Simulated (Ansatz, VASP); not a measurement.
## Hf4N: VASP beside Ansatz

```
Hf N
1.0
     4.51227    0.00000    0.00000
     0.00000    4.51227    0.00000
     0.00000    0.00000    4.51227
Hf N
4 1
Cartesian
  2.2561 0.0000 0.0000
  0.0000 2.2561 0.0000
  0.0000 0.0000 2.2561
  2.2561 2.2561 2.2561
  0.0000 0.0000 0.0000
```

Alike in both runs: functional PBE; k mesh 8 × 8 × 8; occupations gaussian, width 0.1 eV; no spin polarisation.

Ansatz relaxed the structure, and its values are those at the end. VASP's run is a single point on that final structure, the one shown.

```csv
,VASP,Ansatz
version,VASP 6.6.1,Ansatz 0.2.0
potentials or method,"VASP PAW PBE potentials, release 64 (Hf_pv, N), cutoff 520 eV","scalar-relativistic, plane waves, PAW"
valence electrons in the cell,45,109
```

```tsv
	VASP	Ansatz	Ansatz less VASP
gap on the k mesh at the Fermi level (eV)	none	none	-
pressure (GPa)	-0.8	0.0	+0.83
```

A gap of «none» marks a metal or a gap that the smearing closes. With one functional, cell and mesh, what is left measures potentials, basis and numerics. VASP's potentials hold 45 valence electrons a cell and Ansatz's 109, so a difference there can come from the potentials and not from the codes.

Neither program's run includes spin-orbit coupling.
